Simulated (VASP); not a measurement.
# CdS (Hawleyite) (F-43m) in VASP: notebook

Runs on CdS (Hawleyite). Level: PBE. Tasks: single point, relaxation of cell and atoms.

Program: VASP 6.6.1. These are calculated values, not measurements. Logs are shortened: lines on timing, memory, paths and dates and some standing lists are left out, and cuts for length are marked.

### Step 1. The cell of the first run

Symmetry: F-43m, No. 216, cubic system. Conventional cell: a = 5.500 Å, b = 5.500 Å, c = 5.500 Å, α = 90.00°, β = 90.00°, γ = 90.00°. Cd (site symmetry -43m) has 4 S at 2.38 Å within 3.1 Å. S (site symmetry -43m) has 4 Cd at 2.38 Å within 3.1 Å.

### Step 2. Single point, PBE

INCAR

```
PREC = Accurate
ENCUT = 520
EDIFF = 1E-6
ISMEAR = 0
SIGMA = 0.01
LREAL = F
LASPH = T
NELM = 100
ALGO = Normal
ISIF = 2
LWAVE = F
LCHARG = F
GGA = PE
NBANDS = 16
```

KPOINTS

```
Automatic mesh
0
Gamma
  6 6 6
```

POSCAR

```
CdS
1.0
    0.0000000000      2.7500531031      2.7500531031
    2.7500531031      0.0000000000      2.7500531031
    2.7500531031      2.7500531031      0.0000000000
Cd S
1 1
Direct
    0.0000000000      0.0000000000      0.0000000000
    0.2500000000      0.2500000000      0.2500000000
```

Potentials or basis: VASP PAW PBE potentials, release 64 (Cd, S).

Launch:

```console
$ cat potpaw_PBE.64/Cd/POTCAR potpaw_PBE.64/S/POTCAR > POTCAR
$ mpirun -np 1 vasp_std > vasp.out
```

OUTCAR:

```text
PREC = Accurate
   ENCUT = 520
   EDIFF = 1E-6
   ISMEAR = 0
   LREAL = F
   LASPH = T
   NELM = 100
   ISIF = 2
   GGA = PE

 ion  position               nearest neighbor table
   1  0.000  0.000  0.000-   2 2.38   2 2.38   2 2.38   2 2.38
   2  0.250  0.250  0.250-   1 2.38   1 2.38   1 2.38   1 2.38

  LATTYP: Found a face centered cubic cell.
 ALAT       =     5.5001062062

  Lattice vectors:

 A1 = (   0.0000000000,   2.7500531031,   2.7500531031)
 A2 = (   2.7500531031,   0.0000000000,   2.7500531031)
 A3 = (   2.7500531031,   2.7500531031,   0.0000000000)

Analysis of symmetry for initial positions (statically):
=====================================================================
 Subroutine PRICEL returns:
 Original cell was already a primitive cell.

 Routine SETGRP: Setting up the symmetry group for a
 face centered cubic supercell.

 Subroutine GETGRP returns: Found 24 space group operations
 (whereof 24 operations were pure point group operations)
 out of a pool of 48 trial point group operations.

The static configuration has the point symmetry T_d .

Analysis of symmetry for dynamics (positions and initial velocities):
=====================================================================
 Subroutine PRICEL returns:
 Original cell was already a primitive cell.

 Routine SETGRP: Setting up the symmetry group for a
 face centered cubic supercell.

 Subroutine GETGRP returns: Found 24 space group operations
 (whereof 24 operations were pure point group operations)
 out of a pool of 48 trial point group operations.

The dynamic configuration has the point symmetry T_d .

 Subroutine INISYM returns: Found 24 space group operations
 (whereof 24 operations are pure point group operations),
 and found     1 'primitive' translations

----------------------------------------------------------------------------------------

                                     Primitive cell

  volume of cell :      41.5962

  direct lattice vectors                    reciprocal lattice vectors
     0.000000000  2.750053103  2.750053103    -0.181814671  0.181814671  0.181814671
     2.750053103  0.000000000  2.750053103     0.181814671 -0.181814671  0.181814671
     2.750053103  2.750053103  0.000000000     0.181814671  0.181814671 -0.181814671

  length of vectors
     3.889162396  3.889162396  3.889162396     0.314912248  0.314912248  0.314912248

  position of ions in fractional coordinates (direct lattice)
     0.000000000  0.000000000  0.000000000
     0.250000000  0.250000000  0.250000000

  ion indices of the primitive-cell ions
   primitive index   ion index
                 1           1
                 2           2

----------------------------------------------------------------------------------------

 KPOINTS: Automatic mesh

Automatic generation of k-mesh.
 Grid dimensions read from file:
 generate k-points for:    6    6    6

 Generating k-lattice:

  Cartesian coordinates                     Fractional coordinates (reciprocal lattice)
    -0.030302445  0.030302445  0.030302445     0.166666667  0.000000000  0.000000000
     0.030302445 -0.030302445  0.030302445     0.000000000  0.166666667  0.000000000
     0.030302445  0.030302445 -0.030302445     0.000000000  0.000000000  0.166666667

  Length of vectors
     0.052485375  0.052485375  0.052485375

  Shift w.r.t. Gamma in fractional coordinates (k-lattice)
     0.000000000  0.000000000  0.000000000

 Subroutine IBZKPT returns following result:
 ===========================================

 Found     16 irreducible k-points:

 Following reciprocal coordinates:
            Coordinates               Weight
  0.000000  0.000000  0.000000      1.000000
  0.166667  0.000000  0.000000      8.000000
  0.333333  0.000000  0.000000      8.000000
  0.500000  0.000000  0.000000      4.000000
  0.166667  0.166667  0.000000      6.000000
  0.333333  0.166667  0.000000     24.000000
[... 8 lines left out ...]
 -0.333333  0.333333  0.166667     24.000000
 -0.333333  0.500000  0.166667     12.000000
   k-points           NKPTS =     16   k-points in BZ     NKDIM =     16   number of bands    NBANDS=     16
   number of dos      NEDOS =    301   number of ions     NIONS =      2
   total plane-waves  NPLWV =  27000
   dimension x,y,z NGX =    30 NGY =   30 NGZ =   30
   dimension x,y,z NGXF=    60 NGYF=   60 NGZF=   60
   ions per type =               1   1
   NGX,Y,Z   is equivalent  to a cutoff of  12.82, 12.82, 12.82 a.u.
   NGXF,Y,Z  is equivalent  to a cutoff of  25.65, 25.65, 25.65 a.u.
 SYSTEM =  unknown system
   PREC   = accura    normal or accurate (medium, high low for compatibility)
   ISTART =      0    job   : 0-new  1-cont  2-samecut
   ICHARG =      2    charge: 1-file 2-atom 10-const
   ISPIN  =      1    spin polarized calculation?
   LNONCOLLINEAR =      F non collinear calculations
   LSORBIT =      F    spin-orbit coupling
   LASPH  =      T    aspherical Exc in radial PAW
   ENCUT  =  520.0 eV  38.22 Ry    6.18 a.u.   7.23  7.23  7.23*2*pi/ulx,y,z
   NELM   =    100;   NELMIN=  2; NELMDL= -5     # of ELM steps
   EDIFF  = 0.1E-05   stopping-criterion for ELM
   LREAL  =      F    real-space projection
   EDIFFG = 0.1E-04   stopping-criterion for IOM
   NSW    =      0    number of steps for IOM
   IBRION =     -1    ionic relax: 0-MD 1-quasi-New 2-CG
   NFREE  =      0    steps in history (QN), initial steepest desc. (CG)
   ISIF   =      2    stress and relaxation
   ISYM   =      2    0-nonsym 1-usesym 2-fastsym
   POTIM  = 0.5000    time-step for ionic-motion
   TEBEG  =    0.0;   TEEND  =   0.0 temperature during run
   PSTRESS=    0.0 pullay stress
   NELECT =      18.0000    total number of electrons
   NUPDOWN=      -1.0000    fix difference up-down
   EMIN   =  10.00;   EMAX   =-10.00  energy-range for DOS
   EFERMI =   0.00;   METHOD = LEGACY
   ISMEAR =     0;   SIGMA  =   0.01  broadening in eV -4-tet -1-fermi 0-gaus
   EFERMI_NEDOS =   21; number of points for ismear=-14 and -15
   IALGO  =     38    algorithm
   IMIX   =      4    mixing-type and parameters
     AMIX     =   0.40;   BMIX     =  1.00
     AMIX_MAG =   1.60;   BMIX_MAG =  1.00
  volume/ion in A,a.u.               =      20.80       140.35
  Fermi-wavevector in a.u.,A,eV,Ry     =   1.238268  2.339987 20.861911  1.533307
  Thomas-Fermi vector in A             =   2.372800
   LORBIT       =      0    0 simple, 1 ext, 2 COOP (PROOUT), +10 PAW based schemes
   GGA     = PE    functional components
   LHFCALC =     F    Hartree Fock is set to
   AEXX    =    0.0000 exact exchange contribution
   IVDW    =     0    specifies the selected vdW correction
   LEPSILON=     F    determine dielectric tensor
   LRPA    =     F    only Hartree local field effects (RPA)
 non-spin polarized calculation
 Gauss-broadening in eV      SIGMA  =   0.01
  energy-cutoff  :      520.00
  volume of cell :       41.60
 maximum number of plane-waves:      1139
 NGX is ok and might be reduce to    30
   NGX = 15   NGY = 15   NGZ = 15

 number of electron      18.0000005 magnetization

 Free energy of the ion-electron system (eV)
  ---------------------------------------------------
  ext. energy  EPLUGINS =         0.00000000
  ---------------------------------------------------
  free energy    TOTEN  =        -5.58169372 eV

  energy without entropy =       -5.58169372  energy(sigma->0) =       -5.58169372

 E-fermi :   3.1120     XC(G=0): -10.0037

 val. band max:        3.0336278322   @ k =   0.0000   0.0000   0.0000
 cond. band min:       4.5399406406   @ k =   0.0000   0.0000   0.0000
 fundamental gap:      1.5063128084
 Fermi energy:         3.1119507275

 k-point     1 :       0.0000    0.0000    0.0000
  band No.  band energies     occupation
      1     -10.6066      2.00000
      2      -5.5586      2.00000
      3      -5.5586      2.00000
      4      -5.5586      2.00000
      5      -4.7956      2.00000
      6      -4.7956      2.00000
[... 8 lines left out ...]
     15      14.7322      0.00000
     16      15.4026      0.00000

 k-point     2 :       0.1667    0.0000    0.0000
  band No.  band energies     occupation
      1     -10.4542      2.00000
      2      -5.5009      2.00000
      3      -5.5009      2.00000
      4      -5.4503      2.00000
      5      -4.7979      2.00000
      6      -4.7979      2.00000
[... 8 lines left out ...]
     15      13.8430      0.00000
     16      15.3383      0.00000

 k-point     3 :       0.3333    0.0000    0.0000
  band No.  band energies     occupation
      1     -10.1466      2.00000
      2      -5.4071      2.00000
      3      -5.4071      2.00000
      4      -4.9556      2.00000
      5      -4.7693      2.00000
      6      -4.7693      2.00000
[... 8 lines left out ...]
     15      14.3612      0.00000
     16      14.4962      0.00000

 k-point     4 :       0.5000    0.0000    0.0000
  band No.  band energies     occupation
      1      -9.9945      2.00000
      2      -5.3756      2.00000
      3      -5.3756      2.00000
      4      -4.7330      2.00000
      5      -4.7330      2.00000
      6      -4.2357      2.00000
[... 8 lines left out ...]
     15      15.9059      0.00000
     16      15.9059      0.00000

 k-point     5 :       0.1667    0.1667    0.0000
  band No.  band energies     occupation
      1     -10.4038      2.00000
      2      -5.4926      2.00000
      3      -5.4426      2.00000
      4      -5.4426      2.00000
      5      -4.8405      2.00000
      6      -4.7594      2.00000
[... 8 lines left out ...]
     15      14.8597      0.00000
     16      17.5796      0.00000

 k-point     6 :       0.3333    0.1667    0.0000
  band No.  band energies     occupation
      1     -10.1492      2.00000
      2      -5.3978      2.00000
      3      -5.3286      2.00000
      4      -5.1712      2.00000
      5      -4.7901      2.00000
      6      -4.7266      2.00000
[... 8 lines left out ...]
     15      15.1005      0.00000
     16      16.6231      0.00000

 k-point     7 :       0.5000    0.1667    0.0000
  band No.  band energies     occupation
      1      -9.9489      2.00000
      2      -5.3500      2.00000
      3      -5.2836      2.00000
      4      -4.8688      2.00000
      5      -4.7229      2.00000
      6      -4.2382      2.00000
[... 8 lines left out ...]
     15      15.9529      0.00000
     16      16.5529      0.00000

 k-point     8 :      -0.3333    0.1667    0.0000
  band No.  band energies     occupation
      1      -9.9983      2.00000
      2      -5.3482      2.00000
      3      -5.3221      2.00000
      4      -4.8390      2.00000
      5      -4.7954      2.00000
      6      -4.4648      2.00000
[... 8 lines left out ...]
     15      15.7379      0.00000
     16      16.4920      0.00000

 k-point     9 :      -0.1667    0.1667    0.0000
  band No.  band energies     occupation
      1     -10.2502      2.00000
      2      -5.4305      2.00000
      3      -5.4035      2.00000
      4      -5.2474      2.00000
      5      -4.8315      2.00000
      6      -4.7398      2.00000
[... 8 lines left out ...]
     15      14.7703      0.00000
     16      16.8744      0.00000

 k-point    10 :       0.3333    0.3333    0.0000
  band No.  band energies     occupation
      1     -10.0003      2.00000
      2      -5.3194      2.00000
      3      -5.1692      2.00000
      4      -5.1692      2.00000
      5      -4.6989      2.00000
      6      -4.6863      2.00000
[... 8 lines left out ...]
     15      15.1666      0.00000
     16      19.4176      0.00000

 k-point    11 :       0.5000    0.3333    0.0000
  band No.  band energies     occupation
      1      -9.8549      2.00000
      2      -5.2938      2.00000
      3      -5.0941      2.00000
      4      -5.0311      2.00000
      5      -4.6863      2.00000
      6      -4.2012      2.00000
[... 8 lines left out ...]
     15      16.0218      0.00000
     16      17.4565      0.00000

 k-point    12 :      -0.3333    0.3333    0.0000
  band No.  band energies     occupation
      1      -9.8558      2.00000
      2      -5.3054      2.00000
      3      -5.1610      2.00000
      4      -4.8913      2.00000
      5      -4.7621      2.00000
      6      -3.9708      2.00000
[... 8 lines left out ...]
     15      14.7039      0.00000
     16      18.4654      0.00000

 k-point    13 :       0.5000    0.5000    0.0000
  band No.  band energies     occupation
      1      -9.8064      2.00000
      2      -5.3174      2.00000
      3      -5.0038      2.00000
      4      -5.0038      2.00000
      5      -4.6493      2.00000
      6      -4.1640      2.00000
[... 8 lines left out ...]
     15      15.3564      0.00000
     16      16.9543      0.00000

 k-point    14 :       0.5000    0.3333    0.1667
  band No.  band energies     occupation
      1      -9.9512      2.00000
      2      -5.2838      2.00000
      3      -5.2638      2.00000
      4      -4.9927      2.00000
      5      -4.7347      2.00000
      6      -4.4395      2.00000
[... 8 lines left out ...]
     15      16.4903      0.00000
     16      17.1940      0.00000

 k-point    15 :      -0.3333    0.3333    0.1667
  band No.  band energies     occupation
      1      -9.8558      2.00000
      2      -5.2806      2.00000
      3      -5.1967      2.00000
      4      -4.8719      2.00000
      5      -4.7746      2.00000
      6      -3.9554      2.00000
[... 8 lines left out ...]
     15      16.0855      0.00000
     16      16.9770      0.00000

 k-point    16 :      -0.3333    0.5000    0.1667
  band No.  band energies     occupation
      1      -9.8089      2.00000
      2      -5.2588      2.00000
      3      -5.1228      2.00000
      4      -4.9301      2.00000
      5      -4.7325      2.00000
      6      -3.9011      2.00000
[... 8 lines left out ...]
     15      16.7296      0.00000
     16      16.9867      0.00000

------------------------ aborting loop because EDIFF is reached ----------------------------------------

  FORCE on cell =-STRESS in cart. coord.  units (eV):
  Direction    XX          YY          ZZ          XY          YZ          ZX
  --------------------------------------------------------------------------------------
  -------------------------------------------------------------------------------------
  Total        5.3897064      5.3897064      5.3897064      0.0000000      0.0000000      0.0000000
  in kB      207.5976609    207.5976609    207.5976609      0.0000000      0.0000000      0.0000000
  external PRESSURE =     207.5976609 kB  Pullay stress =       0.0000000 kB

 VOLUME and BASIS-vectors are now :
 -----------------------------------------------------------------------------
  energy-cutoff  :      520.00
  volume of cell :       41.60
      direct lattice vectors                 reciprocal lattice vectors
     0.000000000  2.750053103  2.750053103    -0.181814671  0.181814671  0.181814671
     2.750053103  0.000000000  2.750053103     0.181814671 -0.181814671  0.181814671
     2.750053103  2.750053103  0.000000000     0.181814671  0.181814671 -0.181814671

 POSITION                                       TOTAL-FORCE (eV/Angst)
 -----------------------------------------------------------------------------------
      0.00000      0.00000      0.00000        -0.000000     -0.000000     -0.000000
      1.37503      1.37503      1.37503         0.000000      0.000000      0.000000
 -----------------------------------------------------------------------------------
    total drift:                               -0.000000     -0.000000     -0.000001

  FREE ENERGIE OF THE ION-ELECTRON SYSTEM (eV)
  ---------------------------------------------------
  free  energy   TOTEN  =        -5.5816937239 eV

  energy  without entropy=       -5.5816937239  energy(sigma->0) =       -5.58169372
```

It took 21 s on 1 thread of AMD EPYC 7R13 (Zen 3), shared host; peak memory 0.13 GiB.

What came out:

```
Free energy            : -5.5817 eV
Pressure               : 20.8 GPa
Band gap on the k mesh : 1.51 eV, direct
```

PBE gaps usually lie below the measured ones, often by a third to a half.

[end of part 1 of 2]
